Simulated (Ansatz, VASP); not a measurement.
## LiF in VASP and in Ansatz

```
Li F
1.0
     0.00000    1.91966    1.91966
     1.91966    0.00000    1.91966
     1.91966    1.91966    0.00000
Li F
1 1
Direct
  0.00000 0.00000 0.00000
  0.50000 0.50000 0.50000
```

Change from the starting cell: hydrostatic strain -3.8%.

Alike in both runs: task single point; functional HSE06; k mesh 8 × 8 × 8; no spin polarisation.

|  | VASP | Ansatz |
| --- | --- | --- |
| version | VASP 6.6.1 | Ansatz 0.2.0 |
| potentials or method | VASP PAW PBE potentials, release 64 (Li_sv, F) | plane waves, PAW |
| plane-wave cutoff (eV) | 520 | 420 |
| occupations | gaussian, width 0.01 eV | fixed |
| valence electrons in the cell | 10 | 10 |

```tsv
	VASP	Ansatz	Ansatz less VASP
gap on the k mesh at the Fermi level (eV)	12.89	12.90	+0.008
```

Ansatz's warnings: stress exchange threshold loose, stress scf threshold loose.

Noted on VASP's run: the cutoff is short for stress, so the pressure is rough.
